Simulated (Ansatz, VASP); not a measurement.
Two plane-wave programs on Na2S

Contents of INCAR:

```
SYSTEM = Na2S
ALGO = Normal
EDIFF = 1E-6
ENCUT = 500
GGA = PS
GGA_COMPAT = .FALSE.
ISIF = 2
ISMEAR = 0
IVDW = 12
LASPH = .TRUE.
LCHARG = .TRUE.
LELF = .TRUE.
LREAL = .FALSE.
LVHAR = .TRUE.
LWAVE = .FALSE.
NBANDS = 17
NELM = 120
PREC = Accurate
SIGMA = 0.05
```

Contents of KPOINTS:

```
k-points
0
G
  6 6 6
  0 0 0
```

POSCAR

```
Na2S
1.0
    0.0000000000      3.1901104860      3.1901104860
    3.1901104860      0.0000000000      3.1901104860
    3.1901104860      3.1901104860      0.0000000000
Na S
2 1
Direct
    0.2500000000      0.2500000000      0.2500000000
    0.7500000000      0.7500000000      0.7500000000
    0.0000000000      0.0000000000      0.0000000000
```

Input for Ansatz:

```yaml
crystal:
  lattice:
    - [0.0, 3.190110486, 3.190110486]
    - [3.190110486, 0.0, 3.190110486]
    - [3.190110486, 3.190110486, 0.0]
  atoms:
    - { symbol: Na, position: [0.25, 0.25, 0.25] }
    - { symbol: Na, position: [0.75, 0.75, 0.75] }
    - { symbol: S, position: [0.0, 0.0, 0.0] }
basis:
  ecutwfc: 420
  ecutrho_ratio: 4
kpoints:
  mp_grid: { grid: [6, 6, 6] }
hamiltonian:
  xc: pbesol
  dispersion: d3bj
scf:
  occupations: { method: gaussian, width: 0.05 }
output:
  forces: true
  stress: true
  eigenvalues: true
```

Alike in both runs: task single point; functional PBEsol; dispersion D3(BJ); k mesh 6 × 6 × 6; occupations gaussian, width 0.05 eV; no spin polarisation.

|  | VASP | Ansatz |
| --- | --- | --- |
| version | VASP 6.6.1 | Ansatz 0.2.0 |
| potentials or method | VASP PAW PBE potentials, release 64 (Na_pv, S), cutoff 500 eV | scalar-relativistic, plane waves, PAW |
| valence electrons in the cell | 20 | 24 |

```csv
,VASP,Ansatz,Ansatz less VASP
gap on the k mesh at the Fermi level (eV),2.61,2.62,+0.005
least direct gap on the mesh (eV),2.61,2.62,+0.005
pressure (GPa),0.1,0.0,-0.06
```

VASP's potentials were made for PBE, not for PBEsol. VASP's potentials hold 20 valence electrons a cell and Ansatz's 24, so a difference there can come from the potentials and not from the codes.
